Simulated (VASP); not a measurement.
**NbC: electric field gradients with PBEsol**

Crystal: NbC.

```
Nb C
1.0
     0.00000    2.15600    2.20000
     2.15600    0.00000    2.20000
     2.15600    2.15600    0.00000
Nb C
1 1
Direct
  0.00000 0.00000 0.00000
  0.50000 0.50000 0.50000
```

This cell differs from its parent crystal: equal xx and yy strain of -2 %.

| Property | Result |
| --- | --- |
| Program | VASP 6.6.1 |
| Task | electric field gradients |
| Functional | PBEsol |
| Potentials or basis | VASP PAW PBE potentials, release 64 (Nb_sv, C) |
| Cutoff | 520 eV |
| k mesh | 14 × 14 × 14 |
| Occupations | fermi-dirac, width 0.08 eV |
| Spin | no spin polarisation |
| Dipole correction | no |
| Further INCAR settings | ALGO = Normal; EDIFF = 1e-08; NBANDS = 16 |

```json
{
 "Pressure": "27.6 GPa",
 "Band gap on the k mesh": "zero (an odd number of electrons rules out a gap without spin polarisation)",
 "Largest electric field gradient by atom": "Nb +41.1; C +3.4 V/Å²"
}
```

Stress tensor (GPa, compression positive):
```
32.92  0.00  0.00
 0.00 32.92  0.00
 0.00  0.00 17.00
```

Levels at points of the mesh, in eV from the Fermi level:
```tsv
k point	band 5	band 6	band 7	band 8	band 9	band 10	band 11	band 12	band 13	band 14
(0.00, 0.00, 0.00)	-13.92	-1.69	-1.45	-1.45	-0.41	-0.27	-0.27	0.25	0.52	8.67
(0.50, 0.00, 0.00)	-9.68	-8.18	-5.67	-5.63	2.36	2.52	4.05	5.93	9.70	10.21
(0.50, 0.50, 0.00)	-12.66	-4.74	-4.03	-1.24	-1.24	2.26	3.71	3.71	7.39	11.24
(0.50, 0.00, 0.50)	-12.66	-4.77	-3.75	-1.45	-1.30	2.27	3.59	3.84	7.70	11.10
```

Electric field gradients, principal values (V/Å²):
```
atom    least   middle  greatest (by size)
1 Nb  -20.560  -20.561              41.122
 2 C   -1.695   -1.695               3.391
```

Run time: 2 min on 1 thread of Intel Xeon 8259CL (shared host), peak memory 0.2 GiB.

Caveat: the cell differs from its parent crystal (equal xx and yy strain of -2 %); the stress differs along the axes, from 17 to 33 GPa; without QUAD_EFG the Cq values of the log hold for a quadrupole moment of 1 mb, not for the nuclei; the PAW data sets were made with another functional, which shifts forces and pressure a little; an odd number of electrons without spin polarisation forces a metal; a magnetic or distorted state may lie lower.
